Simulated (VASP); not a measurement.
# SnGe3Te4 (P4/mmm) in VASP: single point with PBE

Aim: the single point of SnGe3Te4 with PBE.

All numbers are computed with VASP 6.6.1; they aren't measurements. Logs are shortened: lines on timing, memory, paths and dates and some standing lists are left out, and cuts for length are marked.

## 1. The cell of the first run

Symmetry: P4/mmm, No. 123, tetragonal system. The conventional cell has a = 4.330 Å, b = 4.330 Å, c = 12.230 Å, α = 90.00°, β = 90.00°, γ = 90.00°. Sn (site symmetry 4/mmm) has 6 Te at 3.06 to 3.15 Å within 4.0 Å. Ge (site symmetry 4/mmm) has 6 Te at 2.97 to 3.06 Å within 3.9 Å. Ge (site symmetry 4mm) has 6 Te at 3.01 to 3.11 Å within 4.0 Å. Within 3.9 Å of Te (site symmetry 4mm) lie 5 Ge at 2.97 to 3.06 Å and 1 Sn at 3.15 Å. Te (site symmetry 4/mmm) has 4 Sn at 3.06 Å and 2 Ge at 3.11 Å within 4.0 Å. Within 4.0 Å of Te (site symmetry 4/mmm) lie 6 Ge at 3.01 to 3.06 Å.

## 2. Single point, PBE

The input, INCAR:

```
  ALGO = Normal
  EDIFF = 1E-6
  ENCUT = 520
  GGA = PE
  ISIF = 2
  ISMEAR = 0
  LASPH = T
  LCHARG = F
  LREAL = F
  LWAVE = F
  NBANDS = 50
  NELM = 60
  PREC = Accurate
  SIGMA = 0.2
```

The input, KPOINTS:

```
k-points
0
Gamma
  6 6 2
```

The input, POSCAR:

```
SnGe3Te4
1.0
    4.3298670000      0.0000000000      0.0000000000
    0.0000000000      4.3298670000      0.0000000000
    0.0000000000      0.0000000000     12.2304780000
Sn Ge Te
1 3 4
Direct
    0.0000000000      0.0000000000      0.5000000000
    0.0000000000      0.0000000000      0.0000000000
    0.5000000000      0.5000000000      0.2458700000
    0.5000000000      0.5000000000      0.7541300000
    0.0000000000      0.0000000000      0.2425120000
    0.5000000000      0.5000000000      0.5000000000
    0.0000000000      0.0000000000      0.7574880000
    0.5000000000      0.5000000000      0.0000000000
```

Potentials or basis: VASP PAW PBE potentials, release 64 (Sn_d, Ge_d, Te).

Run with:

```console
$ cat potpaw_PBE.64/Sn_d/POTCAR potpaw_PBE.64/Ge_d/POTCAR potpaw_PBE.64/Te/POTCAR > POTCAR
$ mpirun -np 1 vasp_std > vasp.out
```

OUTCAR:

```text
EDIFF = 1E-6
   ENCUT = 520
   GGA = PE
   ISIF = 2
   ISMEAR = 0
   LASPH = T
   LREAL = F
   NELM = 60
   PREC = Accurate

 ion  position               nearest neighbor table
   1  0.000  0.000  0.500-   6 3.06   6 3.06   6 3.06   6 3.06   7 3.15   5 3.15
   2  0.000  0.000  0.000-   5 2.97   7 2.97   8 3.06   8 3.06   8 3.06   8 3.06
   3  0.500  0.500  0.246-   8 3.01   5 3.06   5 3.06   5 3.06   5 3.06   6 3.11
   4  0.500  0.500  0.754-   8 3.01   7 3.06   7 3.06   7 3.06   7 3.06   6 3.11
   5  0.000  0.000  0.243-   2 2.97   3 3.06   3 3.06   3 3.06   3 3.06   1 3.15
   6  0.500  0.500  0.500-   1 3.06   1 3.06   1 3.06   1 3.06   4 3.11   3 3.11
   7  0.000  0.000  0.757-   2 2.97   4 3.06   4 3.06   4 3.06   4 3.06   1 3.15
   8  0.500  0.500  0.000-   3 3.01   4 3.01   2 3.06   2 3.06   2 3.06   2 3.06

  LATTYP: Found a simple tetragonal cell.
 ALAT       =     4.3298670000
 C/A-ratio  =     2.8246775247

  Lattice vectors:

 A1 = (   4.3298670000,   0.0000000000,   0.0000000000)
 A2 = (   0.0000000000,   4.3298670000,   0.0000000000)
 A3 = (   0.0000000000,   0.0000000000,  12.2304780000)

Analysis of symmetry for initial positions (statically):
=====================================================================
 Subroutine PRICEL returns:
 Original cell was already a primitive cell.

 Routine SETGRP: Setting up the symmetry group for a
 simple tetragonal supercell.

 Subroutine GETGRP returns: Found 16 space group operations
 (whereof 16 operations were pure point group operations)
 out of a pool of 16 trial point group operations.

The static configuration has the point symmetry D_4h.

Analysis of symmetry for dynamics (positions and initial velocities):
=====================================================================
 Subroutine PRICEL returns:
 Original cell was already a primitive cell.

 Routine SETGRP: Setting up the symmetry group for a
 simple tetragonal supercell.

 Subroutine GETGRP returns: Found 16 space group operations
 (whereof 16 operations were pure point group operations)
 out of a pool of 16 trial point group operations.

The dynamic configuration has the point symmetry D_4h.

 Subroutine INISYM returns: Found 16 space group operations
 (whereof 16 operations are pure point group operations),
 and found     1 'primitive' translations

----------------------------------------------------------------------------------------

                                     Primitive cell

  volume of cell :     229.2939

  direct lattice vectors                    reciprocal lattice vectors
     4.329867000  0.000000000  0.000000000     0.230953976  0.000000000  0.000000000
     0.000000000  4.329867000  0.000000000     0.000000000  0.230953976  0.000000000
     0.000000000  0.000000000 12.230478000     0.000000000  0.000000000  0.081762953

  length of vectors
     4.329867000  4.329867000 12.230478000     0.230953976  0.230953976  0.081762953

  position of ions in fractional coordinates (direct lattice)
     0.000000000  0.000000000  0.500000000
     0.000000000  0.000000000  0.000000000
     0.500000000  0.500000000  0.245870000
     0.500000000  0.500000000  0.754130000
     0.000000000  0.000000000  0.242512000
     0.500000000  0.500000000  0.500000000
     0.000000000  0.000000000  0.757488000
     0.500000000  0.500000000  0.000000000

  ion indices of the primitive-cell ions
   primitive index   ion index
                 1           1
                 2           2
                 3           3
                 4           4
                 5           5
                 6           6
                 7           7
                 8           8

----------------------------------------------------------------------------------------

 KPOINTS: k-points

Automatic generation of k-mesh.
 Grid dimensions read from file:
 generate k-points for:    6    6    2

 Generating k-lattice:

  Cartesian coordinates                     Fractional coordinates (reciprocal lattice)
     0.038492329  0.000000000  0.000000000     0.166666667  0.000000000  0.000000000
     0.000000000  0.038492329  0.000000000     0.000000000  0.166666667  0.000000000
     0.000000000  0.000000000  0.040881477     0.000000000  0.000000000  0.500000000

  Length of vectors
     0.038492329  0.038492329  0.040881477

  Shift w.r.t. Gamma in fractional coordinates (k-lattice)
     0.000000000  0.000000000  0.000000000

 Subroutine IBZKPT returns following result:
 ===========================================

 Found     20 irreducible k-points:

 Following reciprocal coordinates:
            Coordinates               Weight
  0.000000  0.000000  0.000000      1.000000
  0.166667  0.000000  0.000000      4.000000
  0.333333  0.000000  0.000000      4.000000
  0.500000  0.000000  0.000000      2.000000
  0.166667  0.166667  0.000000      4.000000
  0.333333  0.166667  0.000000      8.000000
[... 12 lines left out ...]
  0.500000  0.333333  0.500000      4.000000
  0.500000  0.500000  0.500000      1.000000
   k-points           NKPTS =     20   k-points in BZ     NKDIM =     20   number of bands    NBANDS=     50
   number of dos      NEDOS =    301   number of ions     NIONS =      8
   total plane-waves  NPLWV =  98304
   dimension x,y,z NGX =    32 NGY =   32 NGZ =   96
   dimension x,y,z NGXF=    64 NGYF=   64 NGZF=  192
   ions per type =               1   3   4
   NGX,Y,Z   is equivalent  to a cutoff of  12.29, 12.29, 13.05 a.u.
   NGXF,Y,Z  is equivalent  to a cutoff of  24.57, 24.57, 26.10 a.u.
 SYSTEM =  unknown system
   PREC   = accura    normal or accurate (medium, high low for compatibility)
   ISTART =      0    job   : 0-new  1-cont  2-samecut
   ICHARG =      2    charge: 1-file 2-atom 10-const
   ISPIN  =      1    spin polarized calculation?
   LNONCOLLINEAR =      F non collinear calculations
   LSORBIT =      F    spin-orbit coupling
   LASPH  =      T    aspherical Exc in radial PAW
   ENCUT  =  520.0 eV  38.22 Ry    6.18 a.u.   8.05  8.05 22.74*2*pi/ulx,y,z
   NELM   =     60;   NELMIN=  2; NELMDL= -5     # of ELM steps
   EDIFF  = 0.1E-05   stopping-criterion for ELM
   LREAL  =      F    real-space projection
   EDIFFG = 0.1E-04   stopping-criterion for IOM
   NSW    =      0    number of steps for IOM
   IBRION =     -1    ionic relax: 0-MD 1-quasi-New 2-CG
   NFREE  =      0    steps in history (QN), initial steepest desc. (CG)
   ISIF   =      2    stress and relaxation
   ISYM   =      2    0-nonsym 1-usesym 2-fastsym
   POTIM  = 0.5000    time-step for ionic-motion
   TEBEG  =    0.0;   TEEND  =   0.0 temperature during run
   PSTRESS=    0.0 pullay stress
   NELECT =      80.0000    total number of electrons
   NUPDOWN=      -1.0000    fix difference up-down
   EMIN   =  10.00;   EMAX   =-10.00  energy-range for DOS
   EFERMI =   0.00;   METHOD = LEGACY
   ISMEAR =     0;   SIGMA  =   0.20  broadening in eV -4-tet -1-fermi 0-gaus
   EFERMI_NEDOS =   21; number of points for ismear=-14 and -15
   IALGO  =     38    algorithm
   IMIX   =      4    mixing-type and parameters
     AMIX     =   0.40;   BMIX     =  1.00
     AMIX_MAG =   1.60;   BMIX_MAG =  1.00
  volume/ion in A,a.u.               =      28.66       193.42
  Fermi-wavevector in a.u.,A,eV,Ry     =   1.152499  2.177908 18.071999  1.328254
  Thomas-Fermi vector in A             =   2.289150
   LORBIT       =      0    0 simple, 1 ext, 2 COOP (PROOUT), +10 PAW based schemes
   GGA     = PE    functional components
   LHFCALC =     F    Hartree Fock is set to
   AEXX    =    0.0000 exact exchange contribution
   IVDW    =     0    specifies the selected vdW correction
   LEPSILON=     F    determine dielectric tensor
   LRPA    =     F    only Hartree local field effects (RPA)
 non-spin polarized calculation
 Gauss-broadening in eV      SIGMA  =   0.20
  energy-cutoff  :      520.00
  volume of cell :      229.29
 maximum number of plane-waves:      6272
   NGX = 17   NGY = 17   NGZ = 45

 number of electron      79.9999955 magnetization

 Free energy of the ion-electron system (eV)
  ---------------------------------------------------
  ext. energy  EPLUGINS =         0.00000000
  ---------------------------------------------------
  free energy    TOTEN  =       -30.81782037 eV

  energy without entropy =      -30.80510547  energy(sigma->0) =      -30.81146292

 E-fermi :   6.1912     XC(G=0):  -9.6235

 val. band max:        5.8464868888   @ k =   0.3333   0.0000   0.0000
 cond. band min:       6.2725646026   @ k =   0.5000   0.0000   0.0000
 fundamental gap:      0.4260777138
 Fermi energy:         6.1912273491

 k-point     1 :       0.0000    0.0000    0.0000
  band No.  band energies     occupation
      1     -19.0238      2.00000
      2     -19.0238      2.00000
      3     -19.0229      2.00000
      4     -19.0227      2.00000
      5     -19.0219      2.00000
      6     -19.0218      2.00000
[... 42 lines left out ...]
     49       9.9293      0.00000
     50       9.9297      0.00000

 k-point     2 :       0.1667    0.0000    0.0000
  band No.  band energies     occupation
      1     -19.0242      2.00000
      2     -19.0242      2.00000
      3     -19.0227      2.00000
      4     -19.0225      2.00000
      5     -19.0215      2.00000
      6     -19.0214      2.00000
[... 42 lines left out ...]
     49       9.3942      0.00000
     50       9.6194      0.00000

 k-point     3 :       0.3333    0.0000    0.0000
  band No.  band energies     occupation
      1     -19.0249      2.00000
      2     -19.0248      2.00000
      3     -19.0225      2.00000
      4     -19.0224      2.00000
      5     -19.0205      2.00000
      6     -19.0205      2.00000
[... 42 lines left out ...]
     49       8.4134      0.00000
     50       8.8798      0.00000

 k-point     4 :       0.5000    0.0000    0.0000
  band No.  band energies     occupation
      1     -19.0252      2.00000
      2     -19.0252      2.00000
      3     -19.0224      2.00000
      4     -19.0223      2.00000
      5     -19.0200      2.00000
      6     -19.0200      2.00000
[... 787 lines left out ...]
 k-point    19 :       0.5000    0.3333    0.5000
  band No.  band energies     occupation
      1     -19.0265      2.00000
      2     -19.0263      2.00000
      3     -19.0220      2.00000
      4     -19.0213      2.00000
      5     -19.0193      2.00000
      6     -19.0193      2.00000
[... 42 lines left out ...]
     49      10.1538      0.00000
     50      10.2566      0.00000

 k-point    20 :       0.5000    0.5000    0.5000
  band No.  band energies     occupation
      1     -19.0269      2.00000
      2     -19.0267      2.00000
      3     -19.0222      2.00000
      4     -19.0210      2.00000
      5     -19.0189      2.00000
      6     -19.0189      2.00000
[... 42 lines left out ...]
     49      11.0393      0.00000
     50      11.0427      0.00000

------------------------ aborting loop because EDIFF is reached ----------------------------------------

  FORCE on cell =-STRESS in cart. coord.  units (eV):
  Direction    XX          YY          ZZ          XY          YZ          ZX
  --------------------------------------------------------------------------------------
  -------------------------------------------------------------------------------------
  Total       -0.1520280     -0.1520280      0.3679220      0.0000000      0.0000000     -0.0000000
  in kB       -1.0622866     -1.0622866      2.5708325      0.0000000      0.0000000     -0.0000000
  external PRESSURE =       0.1487531 kB  Pullay stress =       0.0000000 kB

 VOLUME and BASIS-vectors are now :
 -----------------------------------------------------------------------------
  energy-cutoff  :      520.00
  volume of cell :      229.29
      direct lattice vectors                 reciprocal lattice vectors
     4.329867000  0.000000000  0.000000000     0.230953976  0.000000000  0.000000000
     0.000000000  4.329867000  0.000000000     0.000000000  0.230953976  0.000000000
     0.000000000  0.000000000 12.230478000     0.000000000  0.000000000  0.081762953

 POSITION                                       TOTAL-FORCE (eV/Angst)
 -----------------------------------------------------------------------------------
      0.00000      0.00000      6.11524        -0.000000      0.000000      0.000000
      0.00000      0.00000      0.00000        -0.000000      0.000000      0.000000
      2.16493      2.16493      3.00711         0.000000     -0.000000     -0.020047
      2.16493      2.16493      9.22337         0.000000     -0.000000      0.020047
      0.00000      0.00000      2.96604        -0.000000      0.000000      0.016287
      2.16493      2.16493      6.11524        -0.000000      0.000000      0.000000
      0.00000      0.00000      9.26444        -0.000000      0.000000     -0.016287
      2.16493      2.16493      0.00000        -0.000000      0.000000      0.000000
 -----------------------------------------------------------------------------------
    total drift:                                0.000000     -0.000000      0.000000

  FREE ENERGIE OF THE ION-ELECTRON SYSTEM (eV)
  ---------------------------------------------------
  free  energy   TOTEN  =       -30.8178203652 eV

  energy  without entropy=      -30.8051054651  energy(sigma->0) =      -30.81146292
```

Wall time 5.3 min (1 thread of Intel Xeon 8259CL, shared host); peak memory 0.43 GiB.

Results:

```yaml
Free_energy: -30.8178 eV
Pressure: 0.0 GPa
Largest_force: 0.020 eV/Å
Band_gap_on_the_k_mesh: 0.02 eV
```

Forces in eV/Å, atoms in the order of the input:
```
Sn   0.000  0.000  0.000
Ge   0.000  0.000  0.000
Ge   0.000  0.000 -0.020
Ge   0.000  0.000  0.020
Te   0.000  0.000  0.016
Te   0.000  0.000  0.000
Te   0.000  0.000 -0.016
Te   0.000  0.000  0.000
```

Stress tensor (GPa, compression positive):
```
-0.11  0.00  0.00
 0.00 -0.11  0.00
 0.00  0.00  0.26
```

Levels at points of the mesh, in eV from the valence-band top:
```csv
k point,band 36,band 37,band 38,band 39,band 40,band 41,band 42,band 43,band 44,band 45
"(0.00, 0.00, 0.00)",-2.35,-2.08,-1.99,-1.99,-1.96,1.92,2.09,2.32,3.05,3.05
"(0.50, 0.00, 0.00)",-1.59,-1.35,-1.19,-0.59,0.00,0.02,0.06,0.08,0.18,0.21
"(0.50, 0.50, 0.00)",-3.74,-3.72,-3.72,-0.91,-0.66,0.52,0.81,2.32,2.32,4.66
"(0.00, 0.00, 0.50)",-2.46,-2.24,-2.24,-0.96,-0.94,1.22,1.24,2.51,2.57,3.08
"(0.50, 0.00, 0.50)",-1.70,-1.21,-1.19,-1.09,-0.58,0.25,0.35,0.36,0.62,0.66
"(0.50, 0.50, 0.50)",-4.01,-2.70,-2.68,-2.66,-2.47,2.61,2.94,3.13,3.13,3.17
```

Caveat: the smearing spreads over this small gap; semilocal functionals underestimate gaps, and a narrow one can read as zero; spin-orbit coupling is left out, which moves the levels of the heavy elements.

The gap in the log of VASP goes by the Fermi energy; the results here count the filled bands.